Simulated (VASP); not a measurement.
# Pt (Fmmm) in VASP: a series of runs

Runs on Pt. Level: LDA. Tasks: single point.

Everything below comes from runs of VASP 6.6.1. Logs are shortened: lines on timing, memory, paths and dates and some standing lists are left out, and cuts for length are marked.

## Step 1: The cell of the first run

The structure is orthorhombic, space group Fmmm (No. 69). Conventional cell: a = 3.894 Å, b = 4.108 Å, c = 4.166 Å, α = 90.00°, β = 90.00°, γ = 90.00°. Pt (site symmetry mmm) has 12 Pt at 2.83 to 2.93 Å within 3.7 Å.

## Step 2: Single point, LDA (normal strain along x +0.0550, normal strain along z +0.0700)

The input, INCAR:

```
SYSTEM = Pt
PREC     = Accurate       ! precision mode
ENCUT    = 520            ! plane-wave cutoff, eV
EDIFF    = 1E-6           ! SCF threshold, eV
ISMEAR   = 0              ! smearing method
SIGMA    = 0.15           ! smearing width, eV
LREAL    = .False.        ! projectors in reciprocal space
LASPH    = .True.         ! aspherical terms in the spheres
NELM     = 60             ! most SCF steps
ALGO     = Fast           ! electronic algorithm
ISIF     = 2              ! what is computed and relaxed
LWAVE    = .False.        ! write WAVECAR
LCHARG   = .False.        ! write CHGCAR
GGA      = CA             ! functional
NBANDS   = 11             ! bands
```

The input, KPOINTS:

```
Automatic mesh
0
Gamma
  20 20 20
  0 0 0
```

The input, POSCAR:

```
Pt
1.0
    0.0000000000      1.9468328700      2.0831111709
    2.0539086778      0.0000000000      2.0831111709
    2.0539086778      1.9468328700      0.0000000000
Pt
1
Direct
    0.0000000000      0.0000000000      0.0000000000
```

Potentials or basis: VASP PAW LDA potentials, release 64 (Pt).

The run is started by

```bash
$ cat potpaw_LDA.64/Pt/POTCAR > POTCAR
$ mpirun -np 1 vasp_std > vasp.out
```

OUTCAR:

```text
SYSTEM = Pt
   PREC = Accurate
   ENCUT = 520
   EDIFF = 1E-6
   ISMEAR = 0
   LREAL = .False.
   LASPH = .True.
   NELM = 60
   ISIF = 2
   GGA = CA

 ion  position               nearest neighbor table
   1  0.000  0.000  0.000-

  LATTYP: Found a face centered orthorhombic cell.
 ALAT       =     3.8936657400
 B/A-ratio  =     1.0550000000
 C/A-ratio  =     1.0700000000

  Lattice vectors:

 A1 = (   2.0539086778,   0.0000000000,  -2.0831111709)
 A2 = (   0.0000000000,   1.9468328700,  -2.0831111709)
 A3 = (   2.0539086778,   1.9468328700,   0.0000000000)

Analysis of symmetry for initial positions (statically):
=====================================================================
 Subroutine PRICEL returns:
 Original cell was already a primitive cell.

 Routine SETGRP: Setting up the symmetry group for a
 face centered orthorhombic supercell.

 Subroutine GETGRP returns: Found  8 space group operations
 (whereof  8 operations were pure point group operations)
 out of a pool of  8 trial point group operations.

The static configuration has the point symmetry D_2h.

Analysis of symmetry for dynamics (positions and initial velocities):
=====================================================================
 Subroutine PRICEL returns:
 Original cell was already a primitive cell.

 Routine SETGRP: Setting up the symmetry group for a
 face centered orthorhombic supercell.

 Subroutine GETGRP returns: Found  8 space group operations
 (whereof  8 operations were pure point group operations)
 out of a pool of  8 trial point group operations.

The dynamic configuration has the point symmetry D_2h.

 Subroutine INISYM returns: Found  8 space group operations
 (whereof  8 operations are pure point group operations),
 and found     1 'primitive' translations

----------------------------------------------------------------------------------------

                                     Primitive cell

  volume of cell :      16.6591

  direct lattice vectors                    reciprocal lattice vectors
     0.000000000  1.946832870  2.083111171    -0.243438282  0.256827388  0.240025596
     2.053908678  0.000000000  2.083111171     0.243438282 -0.256827388  0.240025596
     2.053908678  1.946832870  0.000000000     0.243438282  0.256827388 -0.240025596

  length of vectors
     2.851229625  2.925387668  2.829964502     0.427591851  0.427591851  0.427591851
[... 85 lines left out ...]
   ISIF   =      2    stress and relaxation
   ISYM   =      2    0-nonsym 1-usesym 2-fastsym
   POTIM  = 0.5000    time-step for ionic-motion
   TEBEG  =    0.0;   TEEND  =   0.0 temperature during run
   PSTRESS=    0.0 pullay stress
   NELECT =      10.0000    total number of electrons
   NUPDOWN=      -1.0000    fix difference up-down
   EMIN   =  10.00;   EMAX   =-10.00  energy-range for DOS
   EFERMI =   0.00;   METHOD = LEGACY
   ISMEAR =     0;   SIGMA  =   0.15  broadening in eV -4-tet -1-fermi 0-gaus
   EFERMI_NEDOS =   21; number of points for ismear=-14 and -15
   IALGO  =     68    algorithm
   IMIX   =      4    mixing-type and parameters
     AMIX     =   0.40;   BMIX     =  1.00
     AMIX_MAG =   1.60;   BMIX_MAG =  1.00
  volume/ion in A,a.u.               =      16.66       112.42
  Fermi-wavevector in a.u.,A,eV,Ry     =   1.380991  2.609694 25.948151  1.907135
  Thomas-Fermi vector in A             =   2.505817
   LORBIT       =      0    0 simple, 1 ext, 2 COOP (PROOUT), +10 PAW based schemes
   GGA     = CA    functional components
   LHFCALC =     F    Hartree Fock is set to
   AEXX    =    0.0000 exact exchange contribution
   IVDW    =     0    specifies the selected vdW correction
   LEPSILON=     F    determine dielectric tensor
   LRPA    =     F    only Hartree local field effects (RPA)
 non-spin polarized calculation
 RMM-DIIS sequential band-by-band and
 Gauss-broadening in eV      SIGMA  =   0.15
  energy-cutoff  :      520.00
  volume of cell :       16.66
 maximum number of plane-waves:       463
 NGX is ok and might be reduce to    24
   NGX = 11   NGY = 11   NGZ = 11

 number of electron      10.0000000 magnetization

 number of electron       9.9999999 magnetization

 Free energy of the ion-electron system (eV)
  ---------------------------------------------------
  ext. energy  EPLUGINS =         0.00000000
  ---------------------------------------------------
  free energy    TOTEN  =        -7.33724266 eV

  energy without entropy =       -7.31446549  energy(sigma->0) =       -7.32585408

 E-fermi :   9.2843     XC(G=0): -13.1154

 val. band max:        9.2840809069   @ k =   0.4000   0.4500   0.0500
 cond. band min:       9.2843447542   @ k =  -0.4000   0.0500   0.3500
 fundamental gap:      0.0002638473
 Fermi energy:         9.2842573862

 k-point     1 :       0.0000    0.0000    0.0000
  band No.  band energies     occupation
      1       0.1242      2.00000
      2       5.7895      2.00000
      3       5.9484      2.00000
      4       6.4760      2.00000
      5       7.5418      2.00000
      6       8.2436      2.00000
      7      24.2113      0.00000
      8      27.9480      0.00000
      9      28.2238      0.00000
     10      29.4051      0.00000
     11      33.6954      0.00000
[... 309 lines left out ...]
 k-point    24 :      -0.3500    0.0500    0.0000
  band No.  band energies     occupation
      1       2.9144      2.00000
      2       5.8450      2.00000
      3       6.5144      2.00000
      4       6.9366      2.00000
      5       8.6086      2.00000
      6       9.2680      1.12205
      7      17.6315      0.00000
      8      24.2916      0.00000
      9      27.5475      0.00000
     10      29.8878      0.00000
     11      33.3622      0.00000

 [... further k-points ...]

------------------------ aborting loop because EDIFF is reached ----------------------------------------

  FORCE on cell =-STRESS in cart. coord.  units (eV):
  Direction    XX          YY          ZZ          XY          YZ          ZX
  --------------------------------------------------------------------------------------
  -------------------------------------------------------------------------------------
  Total       -2.7377608     -2.5033522     -2.8715795      0.0000000      0.0000000      0.0000000
  in kB     -263.3018112   -240.7577598   -276.1717100      0.0000000      0.0000000      0.0000000
  external PRESSURE =    -260.0770937 kB  Pullay stress =       0.0000000 kB

 VOLUME and BASIS-vectors are now :
 -----------------------------------------------------------------------------
  energy-cutoff  :      520.00
  volume of cell :       16.66
      direct lattice vectors                 reciprocal lattice vectors
     0.000000000  1.946832870  2.083111171    -0.243438282  0.256827388  0.240025596
     2.053908678  0.000000000  2.083111171     0.243438282 -0.256827388  0.240025596
     2.053908678  1.946832870  0.000000000     0.243438282  0.256827388 -0.240025596

 POSITION                                       TOTAL-FORCE (eV/Angst)
 -----------------------------------------------------------------------------------
      0.00000      0.00000      0.00000         0.000000     -0.000000      0.000000
 -----------------------------------------------------------------------------------
    total drift:                               -0.000000      0.000000      0.000000

  FREE ENERGIE OF THE ION-ELECTRON SYSTEM (eV)
  ---------------------------------------------------
  free  energy   TOTEN  =        -7.3372426567 eV

  energy  without entropy=       -7.3144654945  energy(sigma->0) =       -7.32585408
```

stdout:

```text
POSCAR found type information on POSCAR Pt
 POSCAR found :  1 types and       1 ions
 scaLAPACK will be used
 LDA part: xc-table for (Slater(with rela. corr.)+CA(PZ))
 , standard interpolation
 POSCAR, INCAR and KPOINTS ok, starting setup
 FFT: planning ... GRIDC
 FFT: planning ... GRID_SOFT
 FFT: planning ... GRID
 WAVECAR not read
 entering main loop
```

It took 4.2 min on 1 thread of Intel Xeon 8259CL, shared host; peak memory 0.32 GiB.

What came out:

- Free energy: -7.3372 eV
- Pressure: -26.0 GPa
- Band gap on the k mesh: zero (bands 5 and 6 overlap by 2.09 eV)

Stress tensor (GPa, compression positive):
```
-26.33   0.00   0.00
  0.00 -24.08   0.00
  0.00   0.00 -27.62
```

Caveat: the cell differs from its parent crystal (normal strain along x +0.0550, normal strain along z +0.0700); the cell stands under tension; spin-orbit coupling is left out, which moves the levels of the heavy elements.

## Step 3: Single point, LDA (normal strain along x +0.1100, normal strain along z +0.0175)

The input, INCAR:

```
PREC = Accurate
ENCUT = 520
EDIFF = 1E-6
ISMEAR = 0
SIGMA = 0.15
LREAL = False
LASPH = True
NELM = 60
ALGO = Fast
ISIF = 2
LWAVE = False
LCHARG = False
GGA = CA
NBANDS = 11
```

The input, KPOINTS:

```
Automatic mesh
0
Gamma
  20 20 20
```

The input, POSCAR:

```
Pt
1.0
    0.0000000000      1.9468328700      1.9809024452
    2.1609844857      0.0000000000      1.9809024452
    2.1609844857      1.9468328700      0.0000000000
Pt
1
Direct
    0.0000000000      0.0000000000      0.0000000000
```

Potentials or basis: VASP PAW LDA potentials, release 64 (Pt).

The run is started by

```bash
$ cat potpaw_LDA.64/Pt/POTCAR > POTCAR
$ mpirun -np 1 vasp_std > vasp.out
```

It took 4.7 min on 1 thread of Intel Xeon 8259CL, shared host; peak memory 0.32 GiB.

Results (log left out):

```
Free energy            : -7.3195 eV
Pressure               : -25.4 GPa
Band gap on the k mesh : zero (bands 5 and 6 overlap by 2.21 eV)
```

Stress tensor (GPa, compression positive):
```
-30.26   0.00   0.00
  0.00 -22.77   0.00
  0.00   0.00 -23.13
```

Levels at points of the mesh, in eV from the Fermi level:
| k point | band 1 | band 2 | band 3 | band 4 | band 5 | band 6 | band 7 | band 8 | band 9 | band 10 |
| --- | --- | --- | --- | --- | --- | --- | --- | --- | --- | --- |
| (0.00, 0.00, 0.00) | -9.13 | -3.87 | -2.89 | -2.73 | -1.99 | -0.79 | 15.03 | 17.99 | 19.70 | 20.11 |
| (0.50, 0.00, 0.00) | -6.32 | -3.71 | -2.75 | -0.14 | -0.02 | 0.25 | 5.21 | 14.05 | 17.69 | 19.28 |
| (0.50, 0.50, 0.00) | -5.99 | -5.55 | -0.10 | -0.04 | 0.89 | 2.42 | 8.49 | 10.55 | 10.92 | 18.96 |
| (0.50, 0.00, 0.50) | -5.96 | -5.57 | -0.06 | 0.02 | 0.85 | 2.75 | 8.88 | 10.27 | 10.55 | 18.65 |
| (0.00, 0.50, 0.50) | -6.16 | -5.69 | 0.13 | 0.33 | 0.42 | 0.96 | 6.41 | 12.15 | 12.24 | 19.98 |

Caveat: the cell differs from its parent crystal (normal strain along x +0.1100, normal strain along z +0.0175); the cell stands under tension; spin-orbit coupling is left out, which moves the levels of the heavy elements.

## Step 4: Single point, LDA (normal strain along x +0.0825, normal strain along z +0.0525)

The input, INCAR:

```
ALGO = Fast ; EDIFF = 1E-7
ENCUT = 520 ; GGA = CA
ISIF = 2 ; ISMEAR = 0
LASPH = True ; LCHARG = False
LREAL = False ; LWAVE = False
NBANDS = 11 ; NELM = 60
PREC = Accurate ; SIGMA = 0.15
```

The input, KPOINTS:

```
k-points
0
Gamma
  20 20 20
```

The input, POSCAR:

```
Pt
1.0
    0.0000000000      1.9468328700      2.0490415957
    2.1074465818      0.0000000000      2.0490415957
    2.1074465818      1.9468328700      0.0000000000
Pt
1
Direct
    0.0000000000      0.0000000000      0.0000000000
```

Potentials or basis: VASP PAW LDA potentials, release 64 (Pt).

The run is started by

```bash
$ cat potpaw_LDA.64/Pt/POTCAR > POTCAR
$ mpirun -np 1 vasp_std > vasp.out
```

OUTCAR:

```text
EDIFF = 1E-7
   ENCUT = 520
   GGA = CA
   ISIF = 2
   ISMEAR = 0
   LASPH = True
   LREAL = False
   NELM = 60
   PREC = Accurate

 ion  position               nearest neighbor table
   1  0.000  0.000  0.000-

  LATTYP: Found a face centered orthorhombic cell.
 ALAT       =     3.8936657400
 B/A-ratio  =     1.0525000000
 C/A-ratio  =     1.0825000000

  Lattice vectors:

 A1 = (  -2.1074465818,   0.0000000000,  -2.0490415957)
 A2 = (  -2.1074465818,   1.9468328700,   0.0000000000)
 A3 = (   0.0000000000,   1.9468328700,  -2.0490415957)

Analysis of symmetry for initial positions (statically):
=====================================================================
 Subroutine PRICEL returns:
 Original cell was already a primitive cell.

 Routine SETGRP: Setting up the symmetry group for a
 face centered orthorhombic supercell.

 Subroutine GETGRP returns: Found  8 space group operations
 (whereof  8 operations were pure point group operations)
 out of a pool of  8 trial point group operations.

The static configuration has the point symmetry D_2h.

[... 170 lines left out ...]
  band No.  band energies     occupation
      1       0.0583      2.00000
      2       5.5916      2.00000
      3       5.9058      2.00000
      4       6.3946      2.00000
      5       7.3540      2.00000
      6       8.1418      2.00000
      7      24.0813      0.00000
      8      27.6001      0.00000
      9      28.1354      0.00000
     10      29.2571      0.00000
     11      33.4857      0.00000
[... 309 lines left out ...]
 k-point    24 :      -0.3500    0.0500    0.0000
  band No.  band energies     occupation
      1       2.8329      2.00000
      2       5.7123      2.00000
      3       6.4285      2.00000
      4       6.8135      2.00000
      5       8.4670      2.00000
      6       9.0663      1.38487
      7      17.4557      0.00000
      8      24.1552      0.00000
      9      27.3251      0.00000
     10      29.5787      0.00000
     11      33.1530      0.00000

 [... further k-points ...]

------------------------ aborting loop because EDIFF is reached ----------------------------------------

  FORCE on cell =-STRESS in cart. coord.  units (eV):
  Direction    XX          YY          ZZ          XY          YZ          ZX
  --------------------------------------------------------------------------------------
  -------------------------------------------------------------------------------------
  Total       -3.0924294     -2.6491571     -2.8355944      0.0000000     -0.0000000      0.0000000
  in kB     -294.6757226   -252.4365786   -270.2020689      0.0000000     -0.0000000      0.0000000
  external PRESSURE =    -272.4381234 kB  Pullay stress =       0.0000000 kB

 VOLUME and BASIS-vectors are now :
 -----------------------------------------------------------------------------
  energy-cutoff  :      520.00
  volume of cell :       16.81
      direct lattice vectors                 reciprocal lattice vectors
     0.000000000  1.946832870  2.049041596    -0.237253938  0.256827388  0.244016520
     2.107446582  0.000000000  2.049041596     0.237253938 -0.256827388  0.244016520
     2.107446582  1.946832870  0.000000000     0.237253938  0.256827388 -0.244016520

 POSITION                                       TOTAL-FORCE (eV/Angst)
 -----------------------------------------------------------------------------------
      0.00000      0.00000      0.00000         0.000000     -0.000000      0.000000
 -----------------------------------------------------------------------------------
    total drift:                               -0.000000      0.000000      0.000000

  FREE ENERGIE OF THE ION-ELECTRON SYSTEM (eV)
  ---------------------------------------------------
  free  energy   TOTEN  =        -7.3093095044 eV

  energy  without entropy=       -7.2861580134  energy(sigma->0) =       -7.29773376
```

OSZICAR:

```text
N       E                     dE             d eps       ncg     rms          rms(c)
DAV:   1     0.380864017007E+02    0.38086E+02   -0.52593E+03 26172   0.833E+02
DAV:   2    -0.714366053730E+01   -0.45230E+02   -0.43174E+02 29135   0.172E+02
DAV:   3    -0.775565396878E+01   -0.61199E+00   -0.60562E+00 29949   0.191E+01
DAV:   4    -0.775817212640E+01   -0.25182E-02   -0.25179E-02 29210   0.145E+00
DAV:   5    -0.775819410755E+01   -0.21981E-04   -0.21981E-04 30048   0.127E-01    0.963E+00
RMM:   6    -0.733991895034E+01    0.41828E+00   -0.49493E-01 25721   0.576E+00    0.491E+00
RMM:   7    -0.731286198487E+01    0.27057E-01   -0.48033E-02 26836   0.195E+00    0.235E+00
RMM:   8    -0.730959163686E+01    0.32703E-02   -0.61686E-03 27157   0.708E-01    0.548E-01
RMM:   9    -0.730929808601E+01    0.29355E-03   -0.93035E-04 28722   0.258E-01    0.565E-02
RMM:  10    -0.730931317437E+01   -0.15088E-04   -0.12621E-04 28665   0.842E-02    0.689E-02
RMM:  11    -0.730930926438E+01    0.39100E-05   -0.13828E-05 29636   0.305E-02    0.658E-03
RMM:  12    -0.730930945557E+01   -0.19119E-06   -0.26000E-06 30124   0.110E-02    0.563E-03
RMM:  13    -0.730930950437E+01   -0.48798E-07   -0.54583E-07 24239   0.464E-03
   1 F= -.73093095E+01 E0= -.72977338E+01  d E =-.231515E-01
```

Run time: 5 min. Hardware: 1 thread of Intel Xeon 8259CL, shared host; peak memory 0.32 GiB.

What came out:

```yaml
Free_energy: -7.3093 eV
Pressure: -27.2 GPa
Band_gap_on_the_k_mesh: zero (bands 5 and 6 overlap by 2.11 eV)
```

Levels at points of the mesh, in eV from the Fermi level:
| k point | band 3 | band 4 | band 5 | band 6 | band 7 | band 8 |
| --- | --- | --- | --- | --- | --- | --- |
| (0.00, 0.00, 0.00) | -3.21 | -2.73 | -1.77 | -0.98 | 14.96 | 18.48 |
| (0.50, 0.00, 0.00) | -2.85 | -0.13 | -0.02 | 0.21 | 5.09 | 14.27 |
| (0.50, 0.50, 0.00) | -0.05 | 0.08 | 0.69 | 1.86 | 7.62 | 11.03 |
| (0.50, 0.00, 0.50) | 0.00 | 0.29 | 0.55 | 2.80 | 8.79 | 10.22 |
| (0.00, 0.50, 0.50) | 0.03 | 0.20 | 0.54 | 1.39 | 6.95 | 11.54 |

Caveat: the cell differs from its parent crystal (normal strain along x +0.0825, normal strain along z +0.0525); the cell stands under tension; spin-orbit coupling is left out, which moves the levels of the heavy elements.

(Continued in part 2 of 2.)
